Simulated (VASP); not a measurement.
# Zr2H3 (P-6m2) in VASP: a series of runs

Runs on Zr2H3. Level: PBE. Tasks: single point, relaxation of cell and atoms.

Program: VASP 6.6.1. These are calculated values, not measurements. Logs are shortened: lines on timing, memory, paths and dates and some standing lists are left out, and cuts for length are marked.

## Step 1: The cell of the first run

Symmetry: P-6m2, No. 187, hexagonal system. The conventional cell has a = 3.301 Å, b = 3.301 Å, c = 6.078 Å, α = 90.00°, β = 90.00°, γ = 120.00°. Within 2.6 Å of Zr (site symmetry 3m) lie 6 H at 1.98 to 2.39 Å. Within 2.6 Å of H (site symmetry 3m) lie 3 Zr at 1.98 Å and 1 H at 2.09 Å. H (site symmetry -6m2) has 6 Zr at 2.39 Å and 12 H at 2.76 to 3.30 Å within 3.4 Å.

The cell was generated, and may not be a known phase.

## Step 2: Single point, PBE

Input file INCAR:

```
PREC = Accurate
ENCUT = 520
EDIFF = 1E-6
ISMEAR = 0
SIGMA = 0.1
LREAL = F
LASPH = T
NELM = 100
ALGO = Normal
ISIF = 2
LWAVE = F
LCHARG = F
GGA = PE
NBANDS = 22
```

Input file KPOINTS:

```
regular mesh
0
Gamma
  12 12 6
```

Input file POSCAR:

```
Zr2H3
1.0
    3.3011025113      0.0000000000      0.0000000000
   -1.6505512556      2.8588386353      0.0000000000
    0.0000000000      0.0000000000      6.0777709848
Zr H
2 3
Direct
    0.0000000000      0.0000000000      0.2626630681
    0.0000000000      0.0000000000      0.7373369319
    0.3333333333      0.6666666667      0.1715387422
    0.3333333333      0.6666666667      0.8284612578
    0.6666666667      0.3333333333      0.5000000000
```

Potentials or basis: VASP PAW PBE potentials, release 64 (Zr_sv, H).

Started as:

```sh
cat potpaw_PBE.64/Zr_sv/POTCAR potpaw_PBE.64/H/POTCAR > POTCAR
mpirun -np 1 vasp_std > vasp.out
```

OUTCAR:

```text
PREC = Accurate
   ENCUT = 520
   EDIFF = 1E-6
   ISMEAR = 0
   LREAL = F
   LASPH = T
   NELM = 100
   ISIF = 2
   GGA = PE

 ion  position               nearest neighbor table
   1  0.000  0.000  0.263-   3 1.98   3 1.98   3 1.98   5 2.39   5 2.39   5 2.39   2 2.88   2 3.19

   2  0.000  0.000  0.737-   4 1.98   4 1.98   4 1.98   5 2.39   5 2.39   5 2.39   1 2.88   1 3.19

   3  0.333  0.667  0.172-   1 1.98   1 1.98   1 1.98
   4  0.333  0.667  0.828-   2 1.98   2 1.98   2 1.98
   5  0.667  0.333  0.500-   1 2.39   2 2.39   1 2.39   2 2.39   1 2.39   2 2.39

  LATTYP: Found a hexagonal cell.
 ALAT       =     3.3011025113
 C/A-ratio  =     1.8411336709

  Lattice vectors:

 A1 = (   3.3011025113,   0.0000000000,   0.0000000000)
 A2 = (  -1.6505512556,   2.8588386353,   0.0000000000)
 A3 = (   0.0000000000,   0.0000000000,   6.0777709848)

Analysis of symmetry for initial positions (statically):
=====================================================================
 Subroutine PRICEL returns:
 Original cell was already a primitive cell.

 Routine SETGRP: Setting up the symmetry group for a
 hexagonal supercell.

 Subroutine GETGRP returns: Found 12 space group operations
 (whereof 12 operations were pure point group operations)
 out of a pool of 24 trial point group operations.

The static configuration has the point symmetry D_3h.

Analysis of symmetry for dynamics (positions and initial velocities):
=====================================================================
 Subroutine PRICEL returns:
 Original cell was already a primitive cell.

 Routine SETGRP: Setting up the symmetry group for a
 hexagonal supercell.

 Subroutine GETGRP returns: Found 12 space group operations
 (whereof 12 operations were pure point group operations)
 out of a pool of 24 trial point group operations.

The dynamic configuration has the point symmetry D_3h.

 Subroutine INISYM returns: Found 12 space group operations
 (whereof 12 operations are pure point group operations),
 and found     1 'primitive' translations

----------------------------------------------------------------------------------------

                                     Primitive cell

  volume of cell :      57.3579

[... 86 lines left out ...]
   ISTART =      0    job   : 0-new  1-cont  2-samecut
   ICHARG =      2    charge: 1-file 2-atom 10-const
   ISPIN  =      1    spin polarized calculation?
   LNONCOLLINEAR =      F non collinear calculations
   LSORBIT =      F    spin-orbit coupling
   LASPH  =      T    aspherical Exc in radial PAW
   ENCUT  =  520.0 eV  38.22 Ry    6.18 a.u.   6.14  6.14 11.30*2*pi/ulx,y,z
   NELM   =    100;   NELMIN=  2; NELMDL= -5     # of ELM steps
   EDIFF  = 0.1E-05   stopping-criterion for ELM
   LREAL  =      F    real-space projection
   EDIFFG = 0.1E-04   stopping-criterion for IOM
   NSW    =      0    number of steps for IOM
   IBRION =     -1    ionic relax: 0-MD 1-quasi-New 2-CG
   NFREE  =      0    steps in history (QN), initial steepest desc. (CG)
   ISIF   =      2    stress and relaxation
   ISYM   =      2    0-nonsym 1-usesym 2-fastsym
   POTIM  = 0.5000    time-step for ionic-motion
   TEBEG  =    0.0;   TEEND  =   0.0 temperature during run
   PSTRESS=    0.0 pullay stress
   NELECT =      27.0000    total number of electrons
   NUPDOWN=      -1.0000    fix difference up-down
   EMIN   =  10.00;   EMAX   =-10.00  energy-range for DOS
   EFERMI =   0.00;   METHOD = LEGACY
   ISMEAR =     0;   SIGMA  =   0.10  broadening in eV -4-tet -1-fermi 0-gaus
   EFERMI_NEDOS =   21; number of points for ismear=-14 and -15
   IALGO  =     38    algorithm
   IMIX   =      4    mixing-type and parameters
     AMIX     =   0.40;   BMIX     =  1.00
     AMIX_MAG =   1.60;   BMIX_MAG =  1.00
  volume/ion in A,a.u.               =      11.47        77.41
  Fermi-wavevector in a.u.,A,eV,Ry     =   1.273498  2.406563 22.065906  1.621798
  Thomas-Fermi vector in A             =   2.406318
   LORBIT       =      0    0 simple, 1 ext, 2 COOP (PROOUT), +10 PAW based schemes
   GGA     = PE    functional components
   LHFCALC =     F    Hartree Fock is set to
   AEXX    =    0.0000 exact exchange contribution
   IVDW    =     0    specifies the selected vdW correction
   LEPSILON=     F    determine dielectric tensor
   LRPA    =     F    only Hartree local field effects (RPA)
 non-spin polarized calculation
 Gauss-broadening in eV      SIGMA  =   0.10
  energy-cutoff  :      520.00
  volume of cell :       57.36
 maximum number of plane-waves:      1569
 NGX is ok and might be reduce to    28
   NGX = 13   NGY = 13   NGZ = 23

 number of electron      26.9999998 magnetization

 Free energy of the ion-electron system (eV)
  ---------------------------------------------------
  ext. energy  EPLUGINS =         0.00000000
  ---------------------------------------------------
  free energy    TOTEN  =       -27.80209293 eV

  energy without entropy =      -27.78734608  energy(sigma->0) =      -27.79471950

 E-fermi :   7.5666     XC(G=0): -10.7561

 val. band max:        7.5458811213   @ k =   0.2500   0.2500   0.3333
 cond. band min:       7.5839367397   @ k =   0.1667   0.0000   0.3333
 fundamental gap:      0.0380556184
 Fermi energy:         7.5666153655

 k-point     1 :       0.0000    0.0000    0.0000
  band No.  band energies     occupation
      1     -41.3798      2.00000
      2     -41.2766      2.00000
      3     -19.8633      2.00000
      4     -19.1437      2.00000
      5     -19.1437      2.00000
      6     -19.0560      2.00000
[... 589 lines left out ...]
     21      13.3632      0.00000
     22      14.8168      0.00000

 [... further k-points ...]
[... 5 lines left out ...]
  --------------------------------------------------------------------------------------
  -------------------------------------------------------------------------------------
  Total        0.0032257      0.0032257     -0.0047160      0.0000000      0.0000000      0.0000000
  in kB        0.0901041      0.0901041     -0.1317334      0.0000000      0.0000000      0.0000000
  external PRESSURE =       0.0161583 kB  Pullay stress =       0.0000000 kB

 VOLUME and BASIS-vectors are now :
 -----------------------------------------------------------------------------
  energy-cutoff  :      520.00
  volume of cell :       57.36
      direct lattice vectors                 reciprocal lattice vectors
     3.301102511  0.000000000  0.000000000     0.302929096  0.174896195  0.000000000
    -1.650551256  2.858838635  0.000000000     0.000000000  0.349792390  0.000000000
     0.000000000  0.000000000  6.077770985     0.000000000  0.000000000  0.164534005

 POSITION                                       TOTAL-FORCE (eV/Angst)
 -----------------------------------------------------------------------------------
      0.00000      0.00000      1.59641         0.000000      0.000000      0.001292
      0.00000      0.00000      4.48137         0.000000      0.000000     -0.001292
     -0.00000      1.90589      1.04257        -0.000000     -0.000000     -0.008871
     -0.00000      1.90589      5.03520        -0.000000     -0.000000      0.008871
      1.65055      0.95295      3.03889        -0.000000      0.000000     -0.000000
 -----------------------------------------------------------------------------------
    total drift:                                0.000000     -0.000000     -0.000000

  FREE ENERGIE OF THE ION-ELECTRON SYSTEM (eV)
  ---------------------------------------------------
  free  energy   TOTEN  =       -27.8020929259 eV

  energy  without entropy=      -27.7873460815  energy(sigma->0) =      -27.79471950
```

It took 39 s on 1 thread of AMD EPYC 9R45 (Zen 5), shared host; peak memory 0.2 GiB.

Results:

```
Free energy            : -27.8021 eV
Pressure               : 0.0 GPa
Largest force          : 0.009 eV/Å
Band gap on the k mesh : zero (an odd number of electrons rules out a gap without spin polarisation)
```

Forces on the atoms (eV/Å):
```
Zr   0.000  0.000  0.001
Zr   0.000  0.000 -0.001
H    0.000  0.000 -0.009
H    0.000  0.000  0.009
H    0.000  0.000  0.000
```

Caveat: an odd number of electrons without spin polarisation forces a metal; a magnetic or distorted state may lie lower.

## Step 3: Single point, PBE, collinear spin

This run uses another cell than the first one, of 11.39 Å³/atom.

Input file INCAR:

```
ALGO = Normal ; EDIFF = 1E-7
ENCUT = 520 ; GGA = PE
ISIF = 2 ; ISMEAR = 0
ISPIN = 2 ; LASPH = T
LCHARG = F ; LMAXMIX = 4
LORBIT = 11 ; LREAL = F
LWAVE = F ; MAGMOM = 1 1 0 0 0
NBANDS = 26 ; NELM = 150
PREC = Accurate ; SIGMA = 0.1
```

Input file KPOINTS:

```
k-points
0
Gamma
  6 6 4
```

Input file POSCAR:

```
Zr2H3
1.0
    3.3106117485      0.0000000000      0.0000000000
   -1.6553058742      2.8670738762      0.0000000000
    0.0000000000      0.0000000000      5.9988546048
Zr H
2 3
Direct
    0.0000000000      0.0000000000      0.2619152697
    0.0000000000      0.0000000000      0.7380847303
    0.3333333333      0.6666666667      0.1714682072
    0.3333333333      0.6666666667      0.8285317928
    0.6666666667      0.3333333333      0.5000000000
```

Potentials or basis: VASP PAW PBE potentials, release 64 (Zr_sv, H).

Started as:

```sh
cat potpaw_PBE.64/Zr_sv/POTCAR potpaw_PBE.64/H/POTCAR > POTCAR
mpirun -np 1 vasp_std > vasp.out
```

It took 33 s on 1 thread of AMD EPYC 9R45 (Zen 5), shared host; peak memory 0.2 GiB.

The run converged. Its results:

```yaml
Free_energy: -27.8442 eV
Pressure: -0.1 GPa
Largest_force: 0.008 eV/Å
Net_moment: 0.00 μB per cell
Valence_electrons_inside_the_program's_atomic_spheres: Zr 9.87; H 0.59, 0.51 (each value once)
```

Forces in eV/Å, atoms in the order of the input:
```
Zr   0.000  0.000 -0.008
Zr   0.000  0.000  0.008
H    0.000  0.000 -0.001
H    0.000  0.000  0.001
H    0.000  0.000  0.000
```

Levels at points of the mesh, in eV from the Fermi level:
Spin up:
```
           k point  band 9  band 10  band 11  band 12  band 13  band 14  band 15  band 16  band 17  band 18
(0.00, 0.00, 0.00)   -8.56    -5.76    -4.48    -1.84     0.22     0.22     1.05     1.05     1.69     1.69
(0.50, 0.00, 0.00)   -6.67    -4.86    -4.40    -2.70    -1.18     0.63     0.80     2.78     2.80     3.97
(0.00, 0.00, 0.50)   -7.70    -7.41    -3.50    -0.61     0.49     0.49     0.73     0.73     2.32     2.47
(0.50, 0.00, 0.50)   -6.00    -5.93    -4.23    -1.70    -0.60     0.81     1.22     1.49     2.33     2.49
```
Spin down:
```csv
k point,band 10,band 11,band 12,band 13,band 14,band 15,band 16,band 17
"(0.00, 0.00, 0.00)",-5.76,-4.48,-1.84,0.22,0.22,1.05,1.05,1.69
"(0.50, 0.00, 0.00)",-4.86,-4.40,-2.70,-1.18,0.63,0.80,2.78,2.80
"(0.00, 0.00, 0.50)",-7.41,-3.50,-0.61,0.49,0.49,0.73,0.73,2.32
"(0.50, 0.00, 0.50)",-5.93,-4.23,-1.70,-0.60,0.81,1.22,1.49,2.33
```

Caveat: the k points lie up to 0.37 Å⁻¹ apart.

## Step 4: Relaxation of cell and atoms, PBE

This run uses another cell than the first one, of 11.39 Å³/atom.

Input file INCAR:

```
SYSTEM = Zr2H3
  PREC = Accurate
  ENCUT = 600
  EDIFF = 1E-7
  ISMEAR = 0
  SIGMA = 0.1
  LREAL = .False.
  LASPH = .True.
  NELM = 80
  ALGO = Normal
  ISIF = 3
  LWAVE = .False.
  LCHARG = .False.
  GGA = PE
  IBRION = 2
  NSW = 100
  EDIFFG = -0.01
```

Input file KPOINTS:

```
regular mesh
0
Gamma
  12 12 6
  0 0 0
```

POSCAR is that of step 3.

Started as:

```sh
cat potpaw_PBE.64/Zr_sv/POTCAR potpaw_PBE.64/H/POTCAR > POTCAR
mpirun -np 1 vasp_std > vasp.out
```

Wall time 2.1 min (1 thread of AMD EPYC 9R45 (Zen 5), shared host); peak memory 0.22 GiB.

Results (log left out):

```
Free energy                           : -27.8036 eV
Relaxed volume                        : 11.48 Å³/atom
Relaxed cell                          : a = 3.303 Å, b = 3.303 Å, c = 6.078 Å, α = 90.00°, β = 90.00°, γ = 120.00°
Space group after relaxing (to 0.1 Å) : P-6m2 (No. 187)
Energy gained by relaxing             : 1.0 meV/atom
Ionic steps                           : 5
Pressure after relaxing               : 0.0 GPa
Largest force after relaxing          : 0.007 eV/Å
Band gap on the k mesh                : zero (an odd number of electrons rules out a gap without spin polarisation)
```

Forces on the atoms (eV/Å):
```
Zr   0.000  0.000  0.000
Zr   0.000  0.000  0.000
H    0.000  0.000 -0.007
H    0.000  0.000  0.007
H    0.000  0.000  0.000
```

The path:
| step | energy change (eV) | largest force (eV/Å) | pressure (GPa) | volume (Å³) |
| --- | --- | --- | --- | --- |
| 1 | 0.0000 | 0.0745 | 0.47 | 56.94 |
| 2 | -0.0038 | 0.0557 | 0.12 | 57.22 |
| 3 | -0.0040 | 0.0867 | 0.04 | 57.28 |
| 4 | -0.0046 | 0.0479 | 0.00 | 57.34 |
| 5 | -0.0049 | 0.0071 | -0.04 | 57.42 |

Final structure:
```
Zr H
1.0
     3.30300    0.00000    0.00000
    -1.65150    2.86048    0.00000
     0.00000    0.00000    6.07758
Zr H
2 3
Direct
  0.00000 0.00000 0.26263
  0.00000 0.00000 0.73737
  0.33333 0.66667 0.17173
  0.33333 0.66667 0.82827
  0.66667 0.33333 0.50000
```

Levels at points of the mesh, in eV from the Fermi level:
```
           k point  band 11  band 12  band 13  band 14  band 15  band 16
(0.00, 0.00, 0.00)    -4.47    -1.78     0.30     0.30     1.07     1.07
(0.50, 0.00, 0.00)    -4.42    -2.63    -1.09     0.73     0.75     2.72
(0.00, 0.00, 0.50)    -3.55    -0.65     0.54     0.54     0.78     0.78
(0.50, 0.00, 0.50)    -4.18    -1.65    -0.64     0.79     1.23     1.55
```

Caveat: an odd number of electrons without spin polarisation forces a metal; a magnetic or distorted state may lie lower.

## Step 5: Summary

| task | spin | cell | k mesh | cutoff (eV) | gap on the mesh (eV) | pressure (GPa) | largest force (eV/Å) |
| --- | --- | --- | --- | --- | --- | --- | --- |
| single point | off | a = 3.301, b = 3.301, c = 6.078 Å, angles 90.0, 90.0, 120.0°, 5 atoms, atomic positions A | 12 × 12 × 6 | 520 | none | 0.0 | 0.01 |
| single point | collinear | a = 3.311, b = 3.311, c = 5.999 Å, angles 90.0, 90.0, 120.0°, 5 atoms, atomic positions B | 6 × 6 × 4 | 520 | none | -0.1 | 0.01 |
| relaxation of cell and atoms | off | relaxed from a = 3.311, b = 3.311, c = 5.999 Å, angles 90.0, 90.0, 120.0°, 5 atoms, atomic positions B | 12 × 12 × 6 | 600 | none | 0.0 | 0.01 |

Alike in all rows: level PBE; potentials or basis VASP PAW PBE potentials, release 64 (Zr_sv, H); smearing gaussian 0.1 eV.

Caveats: some runs use coarse meshes; an odd number of electrons without spin polarisation forces a metal (at least some runs); a magnetic or distorted state may lie lower (at least some runs).

Total energies depend on the potentials used, so only differences within one code and one set of settings carry meaning.

The gap in the log of VASP goes by the Fermi energy; the results here count the filled bands.